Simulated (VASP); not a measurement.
A run of VASP 6.6.1:

The input INCAR:

```
SYSTEM = Mg2Zn3O
ALGO = Normal
EDIFF = 1E-6
ENCUT = 600
GGA = PE
GGA_COMPAT = .False.
ISIF = 2
ISMEAR = 0
LASPH = .True.
LCHARG = .False.
LREAL = .False.
LWAVE = .False.
NBANDS = 32
NELM = 120
PREC = Accurate
SIGMA = 0.2
```

Contents of KPOINTS:

```
k-points
0
Gamma
  4 4 3
  0 0 0
```

File POSCAR:

```
Mg2Zn3O
1.0
    5.8706380012      0.0000000037      0.0000000000
   -2.9353190038      5.0841216436      0.0000000000
    0.0000000000      0.0000000000      4.4151999740
Mg Zn O
2 3 1
Direct
    0.3333333333      0.6666666667      0.0000000000
    0.6666666667      0.3333333333      0.0000000000
    0.8158035922      0.1841964078      0.5000000000
    0.8158035922      0.6316071843      0.5000000000
    0.3683928157      0.1841964078      0.5000000000
    0.0000000000      0.0000000000      0.5000000000
```

Potentials or basis: VASP PAW PBE potentials, release 64 (Mg, Zn, O).

The run is started by

```console
$ cat potpaw_PBE.64/Mg/POTCAR potpaw_PBE.64/Zn/POTCAR potpaw_PBE.64/O/POTCAR > POTCAR
$ mpirun -np 1 vasp_std > vasp.out
```

Hardware: 1 thread of Intel(R) Xeon(R) 6975P-C (Granite Rapids) (shared host).

Q: Estimate the wall time of this run.

A: Run time: 27 s on 1 thread of Intel(R) Xeon(R) 6975P-C (Granite Rapids), on a shared host, peak memory 0.28 GiB. Counts: scf iterations 15, k points 8.
